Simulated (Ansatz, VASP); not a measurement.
## One calculation of SiC, two programs

```
CELL_PARAMETERS angstrom
3.07600 0.00000 0.00000
-1.53800 2.66389 0.00000
0.00000 0.00000 5.04800
ATOMIC_POSITIONS crystal
Si 0.66667 0.33333 0.50000
Si 0.33333 0.66667 0.00000
C 0.66667 0.33333 0.88500
C 0.33333 0.66667 0.38500
```

Alike in both runs: functional r2SCANh; k mesh 6 × 6 × 3; occupations fermi-dirac, width 0.05 eV; no spin polarisation.

|  | VASP | Ansatz |
| --- | --- | --- |
| version | VASP 6.6.1 | Ansatz 0.2.0 |
| potentials or method | VASP PAW PBE potentials, release 64 (Si, C) | Ansatz PAW |
| plane-wave cutoff (eV) | 520 | 500 |
| valence electrons in the cell | 16 | 16 |
| task | single point | band structure |

```csv
,VASP,Ansatz,Ansatz less VASP
gap on the k mesh at the Fermi level (eV),3.28,3.26,-0.019
least direct gap on the mesh (eV),5.25,5.23,-0.019
pressure (GPa),-1.4,-1.1,+0.30
"traceless stress, the component that is largest in VASP (GPa)",-2.75,-2.82,-0.071
rms of the force components (eV/Å),0.446,0.447,+0.0007
```

VASP's potentials were made for PBE, not for r2SCANh. Atom by atom the forces differ by 0.001 eV/Å (rms over components).
